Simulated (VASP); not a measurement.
Set up this calculation in VASP 6.6.1, as the native input.

* Task: single point
* Functional: r2SCAN
* Potentials or basis: VASP PAW PBE potentials, release 64 (Pb_d)
* Cutoff: 520 eV
* k mesh: 14 × 14 × 14
* Occupations: gaussian, width 0.1 eV
* Spin: no spin polarisation
* Dipole correction: no
* Further INCAR settings: ALGO = Normal; EDIFF = 1e-06; NBANDS = 13

Crystal: Pb.

```xyz
1
Lattice="0.0000 2.4978 2.4978 2.4978 0.0000 2.4978 2.4978 2.4978 0.0000" Properties=species:S:1:pos:R:3 pbc="T T T"
Pb    0.0000    0.0000    0.0000
```

One way to write it, as run:

POSCAR

```
Pb
1.0
    0.0000000000      2.4977940736      2.4977940736
    2.4977940736      0.0000000000      2.4977940736
    2.4977940736      2.4977940736      0.0000000000
Pb
1
Direct
    0.0000000000      0.0000000000      0.0000000000
```

INCAR.step1

```
SYSTEM = Pb
PREC = Accurate
ENCUT = 520
ISMEAR = 0
SIGMA = 0.1
LREAL = .False.
LASPH = .True.
NELM = 60
NBANDS = 13
GGA = PE
ALGO = Normal
EDIFF = 1E-4
LWAVE = .True.
LCHARG = .False.
```

INCAR.step2

```
SYSTEM = Pb
PREC = Accurate
ENCUT = 520
EDIFF = 1E-6
ISMEAR = 0
SIGMA = 0.1
LREAL = .False.
LASPH = .True.
NELM = 60
ALGO = Normal
ISIF = 2
LWAVE = .False.
LCHARG = .True.
METAGGA = R2SCAN
LMIXTAU = .True.
LELF = .True.
LVHAR = .True.
NBANDS = 13
ISTART = 1
```

KPOINTS

```
Automatic mesh
0
Gamma
  14 14 14
  0 0 0
```

Potentials or basis: VASP PAW PBE potentials, release 64 (Pb_d).

Run with:

```bash
$ cat potpaw_PBE.64/Pb_d/POTCAR > POTCAR
$ cp INCAR.step1 INCAR
$ mpirun -np 1 vasp_std > vasp.out
$ cp INCAR.step2 INCAR
$ mpirun -np 1 vasp_std > vasp.out
```

It gave:

```json
{
 "Pressure": "0.0 GPa",
 "Band gap on the k mesh": "zero (band 7 reaches 14.43 eV, above the bottom of band 8 at 5.39 eV)"
}
```

Caveat: the PAW data sets were made with another functional, which shifts forces and pressure a little; spin-orbit coupling is left out, which moves the levels of the heavy elements.

It took 120 s on 1 thread of Intel(R) Xeon(R) Platinum 8488C (Sapphire Rapids), with other jobs on the host, peak memory 0.18 GiB.
